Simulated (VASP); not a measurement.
# AlIn2N3 (Cmc2_1) in VASP: a series of runs, part 2 of 2

VASP 6.6.1. The steps go on from the part before.

### 3 Single point, PBEsol

This run uses another cell than the first one, of 13.64 Å³/atom.

Input file INCAR:

```
SYSTEM = AlIn2N3
ALGO = Normal
EDIFF = 1E-7
ENCUT = 520
GGA = PS
ISIF = 2
ISMEAR = 0
LASPH = .TRUE.
LCHARG = .TRUE.
LELF = .TRUE.
LREAL = .FALSE.
LVHAR = .TRUE.
LWAVE = .FALSE.
NBANDS = 56
NELM = 80
PREC = Accurate
SIGMA = 0.02
```

Input file KPOINTS:

```
k-points
0
G
  6 6 6
  0 0 0
```

Input file POSCAR:

```
AlIn2N3
1.0
    5.1037822103     -2.9377219226      0.0000000000
    5.1037822103      2.9377219226      0.0000000000
    0.0000000000      0.0000000000      5.4580624789
Al In N
2 4 6
Direct
    0.3407865641      0.6592134359      0.9892816814
    0.6592134359      0.3407865641      0.4892816814
    0.9886136727      0.3354175011      0.9873300042
    0.6645824989      0.0113863273      0.9873300042
    0.0113863273      0.6645824989      0.4873300042
    0.3354175011      0.9886136727      0.4873300042
    0.9704935245      0.3328366389      0.3847451752
    0.6671633611      0.0295064755      0.3847451752
    0.0295064755      0.6671633611      0.8847451752
    0.3328366389      0.9704935245      0.8847451752
    0.3669971640      0.6330028360      0.3385679598
    0.6330028360      0.3669971640      0.8385679598
```

Potentials or basis: VASP PAW PBE potentials, release 64 (Al, In_d, N).

Started as:

```
cat potpaw_PBE.64/Al/POTCAR potpaw_PBE.64/In_d/POTCAR potpaw_PBE.64/N/POTCAR > POTCAR
mpirun -np 1 vasp_std > vasp.out
```

OUTCAR:

```text
SYSTEM = AlIn2N3
   EDIFF = 1E-7
   ENCUT = 520
   GGA = PS
   ISIF = 2
   ISMEAR = 0
   LASPH = .TRUE.
   LREAL = .FALSE.
   NELM = 80
   PREC = Accurate

 ion  position               nearest neighbor table
   1  0.341  0.659  0.989-   9 1.90  10 1.90  12 1.90  11 1.91   3 3.30   4 3.30   2 3.31   2 3.31
                             5 3.33   6 3.33   6 3.35   5 3.35   3 3.44   4 3.44   4 3.45   3 3.45
   2  0.659  0.341  0.489-   7 1.90   8 1.90  11 1.90  12 1.91   6 3.30   5 3.30   1 3.31   1 3.31
                             3 3.33   4 3.33   4 3.35   3 3.35   5 3.44   6 3.44   6 3.45   5 3.45
   3  0.989  0.335  0.987-   9 2.16  10 2.16  12 2.17   7 2.17   1 3.30   4 3.31   2 3.33   2 3.35
                             5 3.39   5 3.39   6 3.41   6 3.41   4 3.44   4 3.44   1 3.44   1 3.45
   4  0.665  0.011  0.987-  10 2.16   9 2.16  12 2.17   8 2.17   1 3.30   3 3.31   2 3.33   2 3.35
                             6 3.39   6 3.39   5 3.41   5 3.41   3 3.44   3 3.44   1 3.44   1 3.45
   5  0.011  0.665  0.487-   7 2.16   8 2.16  11 2.17   9 2.17   2 3.30   6 3.31   1 3.33   1 3.35
                             3 3.39   3 3.39   4 3.41   4 3.41   6 3.44   6 3.44   2 3.44   2 3.45
   6  0.335  0.989  0.487-   8 2.16   7 2.16  11 2.17  10 2.17   2 3.30   5 3.31   1 3.33   1 3.35
                             4 3.39   4 3.39   3 3.41   3 3.41   5 3.44   5 3.44   2 3.44   2 3.45
   7  0.970  0.333  0.385-   2 1.90   5 2.16   6 2.16   3 2.17
   8  0.667  0.030  0.385-   2 1.90   6 2.16   5 2.16   4 2.17
   9  0.030  0.667  0.885-   1 1.90   3 2.16   4 2.16   5 2.17
  10  0.333  0.970  0.885-   1 1.90   4 2.16   3 2.16   6 2.17
  11  0.367  0.633  0.339-   2 1.90   1 1.91   5 2.17   6 2.17
  12  0.633  0.367  0.839-   1 1.90   2 1.91   3 2.17   4 2.17

  LATTYP: Found a base centered orthorhombic cell.
 ALAT       =     5.8754438452
 B/A-ratio  =     1.7373265220
 C/A-ratio  =     0.9289617300

  Lattice vectors:

 A1 = (  -5.1037822103,  -2.9377219226,   0.0000000000)
 A2 = (   5.1037822103,  -2.9377219226,   0.0000000000)
 A3 = (   0.0000000000,   0.0000000000,   5.4580624789)

Analysis of symmetry for initial positions (statically):
=====================================================================
 Subroutine PRICEL returns:
 Original cell was already a primitive cell.
[... 184 lines left out ...]

 Free energy of the ion-electron system (eV)
  ---------------------------------------------------
  ext. energy  EPLUGINS =         0.00000000
  ---------------------------------------------------
  free energy    TOTEN  =       -77.50292681 eV

  energy without entropy =      -77.50292681  energy(sigma->0) =      -77.50292681

 E-fermi :   6.4084     XC(G=0): -11.0778

 val. band max:        6.2750429814   @ k =   0.0000   0.0000   0.0000
 cond. band min:       7.2006976899   @ k =   0.0000   0.0000   0.0000
 fundamental gap:      0.9256547086
 Fermi energy:         6.4084364302

 k-point     1 :       0.0000    0.0000    0.0000
  band No.  band energies     occupation
      1      -8.3527      2.00000
      2      -8.2258      2.00000
      3      -8.0334      2.00000
      4      -8.0251      2.00000
      5      -7.8591      2.00000
      6      -7.6812      2.00000
[... 1405 lines left out ...]
     55      14.5287      0.00000
     56      14.8314      0.00000

 [... further k-points ...]

------------------------ aborting loop because EDIFF is reached ----------------------------------------

  FORCE on cell =-STRESS in cart. coord.  units (eV):
  Direction    XX          YY          ZZ          XY          YZ          ZX
  --------------------------------------------------------------------------------------
  -------------------------------------------------------------------------------------
  Total       -0.9029162     -0.9077529     -0.9105473      0.0000000      0.0000000      0.0000000
  in kB       -8.8386657     -8.8860119     -8.9133669      0.0000000      0.0000000      0.0000000
  external PRESSURE =      -8.8793482 kB  Pullay stress =       0.0000000 kB

 VOLUME and BASIS-vectors are now :
 -----------------------------------------------------------------------------
  energy-cutoff  :      520.00
  volume of cell :      163.67
      direct lattice vectors                 reciprocal lattice vectors
     5.103782210 -2.937721923  0.000000000     0.097966563 -0.170199908  0.000000000
     5.103782210  2.937721923  0.000000000     0.097966563  0.170199908  0.000000000
     0.000000000  0.000000000  5.458062479     0.000000000  0.000000000  0.183215198

 POSITION                                       TOTAL-FORCE (eV/Angst)
 -----------------------------------------------------------------------------------
      5.10378      0.93545      5.39956         0.000000      0.003342     -0.001185
      5.10378     -0.93545      2.67053         0.000000     -0.003342     -0.001185
      6.75757     -1.91891      5.38891         0.001731     -0.000923     -0.002095
      3.45000     -1.91891      5.38891        -0.001731     -0.000923     -0.002095
      3.45000      1.91891      2.65988        -0.001731      0.000923     -0.002095
      6.75757      1.91891      2.65988         0.001731      0.000923     -0.002095
      6.65191     -1.87326      2.09996        -0.024314      0.014890      0.010781
      3.55565     -1.87326      2.09996         0.024314      0.014890      0.010781
      3.55565      1.87326      4.82899         0.024314     -0.014890      0.010781
      6.65191      1.87326      4.82899        -0.024314     -0.014890      0.010781
      5.10378      0.78145      1.84793         0.000000     -0.025121     -0.016188
      5.10378     -0.78145      4.57696         0.000000      0.025121     -0.016188
 -----------------------------------------------------------------------------------
    total drift:                               -0.000000      0.000000     -0.000203

  FREE ENERGIE OF THE ION-ELECTRON SYSTEM (eV)
  ---------------------------------------------------
  free  energy   TOTEN  =       -77.5029268056 eV

  energy  without entropy=      -77.5029268056  energy(sigma->0) =      -77.50292681
```

OSZICAR:

```text
N       E                     dE             d eps       ncg     rms          rms(c)
DAV:   1     0.107424787292E+04    0.10742E+04   -0.39821E+04  5888   0.204E+03
DAV:   2     0.131613240431E+03   -0.94263E+03   -0.89986E+03  5960   0.564E+02
DAV:   3    -0.728304322946E+02   -0.20444E+03   -0.19730E+03  6824   0.236E+02
DAV:   4    -0.906274833924E+02   -0.17797E+02   -0.17652E+02  8088   0.728E+01
DAV:   5    -0.909519166900E+02   -0.32443E+00   -0.32395E+00  7704   0.112E+01    0.233E+01
DAV:   6    -0.772875691580E+02    0.13664E+02   -0.48371E+01  9240   0.640E+01    0.198E+01
DAV:   7    -0.776872566633E+02   -0.39969E+00   -0.67566E+00  6688   0.125E+01    0.546E+00
DAV:   8    -0.775594416750E+02    0.12781E+00   -0.53527E-01  9184   0.516E+00    0.396E+00
DAV:   9    -0.775059469202E+02    0.53495E-01   -0.11077E-01  9600   0.386E+00    0.695E-01
DAV:  10    -0.775024669889E+02    0.34799E-02   -0.20133E-02  8808   0.146E+00    0.428E-01
DAV:  11    -0.775027149036E+02   -0.24791E-03   -0.53825E-03  9040   0.418E-01    0.285E-01
DAV:  12    -0.775028951074E+02   -0.18020E-03   -0.55555E-04  8688   0.142E-01    0.127E-01
DAV:  13    -0.775029248561E+02   -0.29749E-04   -0.10019E-04  8072   0.918E-02    0.385E-02
DAV:  14    -0.775029263059E+02   -0.14498E-05   -0.27110E-05  7176   0.266E-02    0.284E-02
DAV:  15    -0.775029268505E+02   -0.54455E-06   -0.72209E-06  8440   0.171E-02    0.615E-03
DAV:  16    -0.775029268012E+02    0.49267E-07   -0.12629E-06  7528   0.783E-03    0.426E-03
DAV:  17    -0.775029268056E+02   -0.43601E-08   -0.45449E-07  6504   0.602E-03
   1 F= -.77502927E+02 E0= -.77502927E+02  d E =-.250390E-23
```

stdout:

```text
POSCAR found type information on POSCAR AlInN
 POSCAR found :  3 types and      12 ions
 scaLAPACK will be used
 -----------------------------------------------------------------------------
|                                                                             |
|                                                                             |
|     You enforced a specific xc type in the INCAR file but a different       |
|     I HOPE YOU KNOW WHAT YOU ARE DOING!                                     |
|                                                                             |
 -----------------------------------------------------------------------------

 LDA part: xc-table for (Slater+PW92), standard interpolation
 POSCAR, INCAR and KPOINTS ok, starting setup
 FFT: planning ... GRIDC
 FFT: planning ... GRID_SOFT
 FFT: planning ... GRID
 WAVECAR not read
 entering main loop
```

It took 22 min on 1 thread of Intel Xeon 8259CL, shared host; peak memory 0.54 GiB.

What came out:

```yaml
Free_energy: -77.5029 eV
Pressure: -0.9 GPa
Largest_force: 0.030 eV/Å
Band_gap_on_the_k_mesh: 0.93 eV
```

Forces in eV/Å, atoms in the order of the input:
```
Al   0.000  0.003 -0.001
Al   0.000 -0.003 -0.001
In   0.002 -0.001 -0.002
In  -0.002 -0.001 -0.002
In  -0.002  0.001 -0.002
In   0.002  0.001 -0.002
N   -0.024  0.015  0.011
N    0.024  0.015  0.011
N    0.024 -0.015  0.011
N   -0.024 -0.015  0.011
N    0.000 -0.025 -0.016
N    0.000  0.025 -0.016
```

Caveat: the PAW data sets were made with another functional, which shifts forces and pressure a little; spin-orbit coupling is left out, which moves the levels of the heavy elements.

### 4 Single point, PBEsol (biaxial strain in the a-b plane: -1.5 %)

Input file INCAR:

```
SYSTEM = AlIn2N3
PREC = Accurate ; ENCUT = 600
EDIFF = 1E-6 ; ISMEAR = 0
SIGMA = 0.02 ; LREAL = .FALSE.
LASPH = .TRUE. ; NELM = 120
ALGO = Normal ; ISIF = 2
LWAVE = .FALSE. ; LCHARG = .FALSE.
GGA = PS ; NBANDS = 56
GGA_COMPAT = .FALSE.
```

Input file KPOINTS:

```
Automatic mesh
0
G
  6 6 6
  0 0 0
```

Input file POSCAR:

```
AlIn2N3
1.0
    5.0171015387     -2.8873376910      0.0000000000
    5.0171015387      2.8873376910      0.0000000000
    0.0000000000      0.0000000000      5.4940214865
Al In N
2 4 6
Direct
    0.3407110227      0.6592889773      0.9892706513
    0.6592889773      0.3407110227      0.4892706513
    0.9884507746      0.3355278299      0.9872690535
    0.6644721701      0.0115492254      0.9872690535
    0.0115492254      0.6644721701      0.4872690535
    0.3355278299      0.9884507746      0.4872690535
    0.9705347958      0.3327672717      0.3848498719
    0.6672327283      0.0294652042      0.3848498719
    0.0294652042      0.6672327283      0.8848498719
    0.3327672717      0.9705347958      0.8848498719
    0.3671604716      0.6328395284      0.3384914980
    0.6328395284      0.3671604716      0.8384914980
```

Started as:

```
cat potpaw_PBE.64/Al/POTCAR potpaw_PBE.64/In_d/POTCAR potpaw_PBE.64/N/POTCAR > POTCAR
mpirun -np 1 vasp_std > vasp.out
```

It took 8.7 min on 1 thread of Intel Xeon Platinum 8488C (Sapphire Rapids), shared host; peak memory 0.59 GiB.

It converged, with:

```yaml
Free_energy: -77.4124 eV
Pressure: 3.8 GPa
Largest_force: 0.325 eV/Å
Band_gap_on_the_k_mesh: 0.99 eV
```

Forces on the atoms (eV/Å):
```
Al   0.000 -0.023  0.249
Al   0.000  0.023  0.249
In  -0.010  0.010  0.273
In   0.010  0.010  0.273
In   0.010 -0.010  0.273
In  -0.010 -0.010  0.273
N   -0.002  0.003 -0.235
N    0.002  0.003 -0.235
N    0.002 -0.003 -0.235
N   -0.002 -0.003 -0.235
N    0.000 -0.012 -0.325
N    0.000  0.012 -0.325
```

Stress tensor (GPa, compression positive):
```
 6.33  0.00  0.00
 0.00  6.20  0.00
 0.00  0.00 -1.27
```

Levels at points of the mesh, in eV from the valence-band top:
```
           k point  band 40  band 41  band 42  band 43  band 44  band 45  band 46  band 47  band 48  band 49
(0.00, 0.00, 0.00)    -0.59    -0.59    -0.14    -0.03     0.00     0.99     3.75     4.83     5.14     6.32
(0.50, 0.00, 0.00)    -0.96    -0.86    -0.73    -0.67    -0.50     3.67     3.75     4.83     5.06     5.43
(0.50, 0.50, 0.00)    -1.08    -0.87    -0.83    -0.54    -0.46     3.66     3.78     4.45     5.35     5.50
(0.00, 0.00, 0.50)    -0.80    -0.33    -0.33    -0.26    -0.26     3.31     3.31     5.93     5.93     5.96
(0.50, 0.00, 0.50)    -1.34    -1.15    -1.15    -1.04    -1.04     3.96     3.96     4.48     4.48     5.21
(0.50, 0.50, 0.50)    -1.36    -1.16    -1.16    -0.87    -0.87     3.99     3.99     4.58     4.58     5.08
```

Caveat: the cell differs from its parent crystal (biaxial strain in the a-b plane: -1.5 %); the stress differs along the axes, from -1 to 6 GPa; the PAW data sets were made with another functional, which shifts forces and pressure a little; spin-orbit coupling is left out, which moves the levels of the heavy elements.

### 5 Single point, PBEsol (biaxial strain in the a-b plane: +1.5 %)

Input file INCAR:

```
SYSTEM = AlIn2N3
PREC     = Accurate       ! precision mode
ENCUT    = 600            ! plane-wave cutoff, eV
EDIFF    = 1E-6           ! SCF threshold, eV
ISMEAR   = 0              ! smearing method
SIGMA    = 0.02           ! smearing width, eV
LREAL    = .FALSE.        ! projectors in reciprocal space
LASPH    = .TRUE.         ! aspherical terms in the spheres
NELM     = 120            ! most SCF steps
ALGO     = Normal         ! electronic algorithm
ISIF     = 2              ! what is computed and relaxed
LWAVE    = .FALSE.        ! write WAVECAR
LCHARG   = .FALSE.        ! write CHGCAR
GGA      = PS             ! functional
NBANDS   = 56             ! bands
GGA_COMPAT= .FALSE.
```

KPOINTS is that of step 4.

POSCAR, as its differences from that of step 4:

```diff
@@ -2,5 +2,5 @@
 1.0
-    5.0171015387     -2.8873376910      0.0000000000
-    5.0171015387      2.8873376910      0.0000000000
-    0.0000000000      0.0000000000      5.4940214865
+    5.1699066617     -2.9752769100      0.0000000000
+    5.1699066617      2.9752769100      0.0000000000
+    0.0000000000      0.0000000000      5.3960111924
 Al In N
```

Potentials or basis: VASP PAW PBE potentials, release 64 (Al, In_d, N).

Started as:

```
cat potpaw_PBE.64/Al/POTCAR potpaw_PBE.64/In_d/POTCAR potpaw_PBE.64/N/POTCAR > POTCAR
mpirun -np 1 vasp_std > vasp.out
```

OUTCAR:

```text
SYSTEM = AlIn2N3
   PREC = Accurate
   ENCUT = 600
   EDIFF = 1E-6
   ISMEAR = 0
   LREAL = .FALSE.
   LASPH = .TRUE.
   NELM = 120
   ISIF = 2
   GGA = PS

 ion  position               nearest neighbor table
   1  0.341  0.659  0.989-  11 1.89  10 1.92   9 1.92  12 1.92   2 3.30   2 3.30   6 3.32   5 3.32
                             5 3.34   6 3.34   3 3.34   4 3.34   3 3.49   4 3.49   4 3.50   3 3.50
   2  0.659  0.341  0.489-  12 1.89   8 1.92   7 1.92  11 1.92   1 3.30   1 3.30   4 3.32   3 3.32
                             3 3.34   4 3.34   6 3.34   5 3.34   5 3.49   6 3.49   6 3.50   5 3.50
   3  0.988  0.336  0.987-   7 2.15   9 2.18  10 2.18  12 2.19   2 3.32   2 3.34   1 3.34   4 3.35
                             5 3.38   5 3.38   6 3.40   6 3.40   4 3.49   4 3.49   1 3.49   1 3.50
   4  0.664  0.012  0.987-   8 2.15  10 2.18   9 2.18  12 2.19   2 3.32   2 3.34   1 3.34   3 3.35
                             6 3.38   6 3.38   5 3.40   5 3.40   3 3.49   3 3.49   1 3.49   1 3.50
   5  0.012  0.664  0.487-   9 2.15   7 2.18   8 2.18  11 2.19   1 3.32   1 3.34   2 3.34   6 3.35
                             3 3.38   3 3.38   4 3.40   4 3.40   6 3.49   6 3.49   2 3.49   2 3.50
   6  0.336  0.988  0.487-  10 2.15   8 2.18   7 2.18  11 2.19   1 3.32   1 3.34   2 3.34   5 3.35
                             4 3.38   4 3.38   3 3.40   3 3.40   5 3.49   5 3.49   2 3.49   2 3.50
   7  0.971  0.333  0.385-   2 1.92   3 2.15   5 2.18   6 2.18
[... 1636 lines left out ...]
 [... further k-points ...]
[... 5 lines left out ...]
  --------------------------------------------------------------------------------------
  -------------------------------------------------------------------------------------
  Total       -5.5263173     -5.3886390      1.5756341      0.0000000      0.0000000      0.0000000
  in kB      -53.3375996    -52.0087890     15.2073319      0.0000000      0.0000000      0.0000000
  external PRESSURE =     -30.0463522 kB  Pullay stress =       0.0000000 kB

 VOLUME and BASIS-vectors are now :
 -----------------------------------------------------------------------------
  energy-cutoff  :      600.00
  volume of cell :      166.00
      direct lattice vectors                 reciprocal lattice vectors
     5.169906662 -2.975276910  0.000000000     0.096713545 -0.168051585  0.000000000
     5.169906662  2.975276910  0.000000000     0.096713545  0.168051585  0.000000000
     0.000000000  0.000000000  5.396011192     0.000000000  0.000000000  0.185322077

 POSITION                                       TOTAL-FORCE (eV/Angst)
 -----------------------------------------------------------------------------------
      5.16991      0.94786      5.33812        -0.000000      0.015549     -0.237922
      5.16991     -0.94786      2.64011        -0.000000     -0.015549     -0.237922
      6.84485     -1.94263      5.32731         0.006556     -0.005403     -0.265498
      3.49497     -1.94263      5.32731        -0.006556     -0.005403     -0.265498
      3.49497      1.94263      2.62931        -0.006556      0.005403     -0.265498
      6.84485      1.94263      2.62931         0.006556      0.005403     -0.265498
      6.73795     -1.89753      2.07665        -0.041487      0.022652      0.245498
      3.60186     -1.89753      2.07665         0.041487      0.022652      0.245498
      3.60186      1.89753      4.77466         0.041487     -0.022652      0.245498
      6.73795      1.89753      4.77466        -0.041487     -0.022652      0.245498
      5.16991      0.79047      1.82650        -0.000000     -0.032498      0.277923
      5.16991     -0.79047      4.52451        -0.000000      0.032498      0.277923
 -----------------------------------------------------------------------------------
    total drift:                               -0.000000     -0.000000      0.000086

  FREE ENERGIE OF THE ION-ELECTRON SYSTEM (eV)
  ---------------------------------------------------
  free  energy   TOTEN  =       -77.4306623898 eV

  energy  without entropy=      -77.4306623898  energy(sigma->0) =      -77.43066239
```

Wall time 9.2 min (1 thread of Intel Xeon Platinum 8488C (Sapphire Rapids), shared host); peak memory 0.62 GiB.

What came out:

| Property | Result |
| --- | --- |
| Free energy | -77.4307 eV |
| Pressure | -3.0 GPa |
| Largest force | 0.280 eV/Å |
| Band gap on the k mesh | 0.90 eV |

Forces in eV/Å, atoms in the order of the input:
```
Al   0.000  0.016 -0.238
Al   0.000 -0.016 -0.238
In   0.007 -0.005 -0.265
In  -0.007 -0.005 -0.265
In  -0.007  0.005 -0.265
In   0.007  0.005 -0.265
N   -0.041  0.023  0.245
N    0.041  0.023  0.245
N    0.041 -0.023  0.245
N   -0.041 -0.023  0.245
N    0.000 -0.032  0.278
N    0.000  0.032  0.278
```

Stress tensor (GPa, compression positive):
```
-5.33  0.00  0.00
 0.00 -5.20  0.00
 0.00  0.00  1.52
```

Caveat: the cell differs from its parent crystal (biaxial strain in the a-b plane: +1.5 %); the stress differs along the axes, from -5 to 2 GPa; the PAW data sets were made with another functional, which shifts forces and pressure a little; spin-orbit coupling is left out, which moves the levels of the heavy elements.

### 6 The runs side by side

| cell | cutoff (eV) | gap on the mesh (eV) | pressure (GPa) | largest force (eV/Å) |
| --- | --- | --- | --- | --- |
| a = 5.789, b = 5.789, c = 5.503 Å, angles 90.0, 90.0, 59.8°, 12 atoms, atomic positions A | 600 | 0.95 | 3.3 | 0.03 |
| a = 5.889, b = 5.889, c = 5.458 Å, angles 90.0, 90.0, 59.8°, 12 atoms, atomic positions B | 520 | 0.93 | -0.9 | 0.03 |
| a = 5.789, b = 5.789, c = 5.494 Å, angles 90.0, 90.0, 59.8°, 12 atoms, atomic positions C | 600 | 0.99 | 3.8 | 0.33 |
| a = 5.965, b = 5.965, c = 5.396 Å, angles 90.0, 90.0, 59.8°, 12 atoms, atomic positions C | 600 | 0.90 | -3.0 | 0.28 |

Alike in all rows: task single point; level PBEsol; potentials or basis VASP PAW PBE potentials, release 64 (Al, In_d, N); no spin polarisation; k mesh 6 × 6 × 6; smearing gaussian 0.02 eV.

Caveats: the PAW data sets were made with another functional, which shifts forces and pressure a little; spin-orbit coupling is left out, which moves the levels of the heavy elements; the stress differs along the axes, from 0 to 5 GPa (at least some runs); the stress differs along the axes, from -1 to 6 GPa (at least some runs); the stress differs along the axes, from -5 to 2 GPa (at least some runs).

Total energies depend on the potentials used, so only differences within one code and one set of settings carry meaning.
